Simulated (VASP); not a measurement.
BN (sol), 4 atoms in the cell. The structure is hexagonal, space group P6_3mc (No. 186). Conventional cell: a = 2.541 Å, b = 2.541 Å, c = 4.203 Å, α = 90.00°, β = 90.00°, γ = 120.00°. B (site symmetry 3m) has 4 N at 1.56 to 1.57 Å within 2.1 Å. Within 2.1 Å of N (site symmetry 3m) lie 4 B at 1.56 to 1.57 Å. 

```yaml
Program: VASP 6.6.1
Task: single point
Functional: PBEsol
Potentials_or_basis: VASP PAW PBE potentials, release 64 (B, N)
Cutoff: 520 eV
k_mesh: 9 × 9 × 6
Occupations: gaussian, width 0.02 eV
Spin: no spin polarisation
Dipole_correction: no
Further_INCAR_settings: ALGO = Normal; EDIFF = 1e-06; NBANDS = 16
```

Potentials or basis: VASP PAW PBE potentials, release 64 (B, N).

Launch:

```bash
$ cat potpaw_PBE.64/B/POTCAR potpaw_PBE.64/N/POTCAR > POTCAR
$ mpirun -np 1 vasp_std > vasp.out
```

Hardware: 1 thread of Intel(R) Xeon(R) Platinum 8488C (Sapphire Rapids) (shared host).

**Question.** Estimate the wall time of this run.

**Answer.** It took 13 s on 1 thread of Intel(R) Xeon(R) Platinum 8488C (Sapphire Rapids), on a shared host, peak memory 0.13 GiB. Counts: scf iterations 12, k points 48.
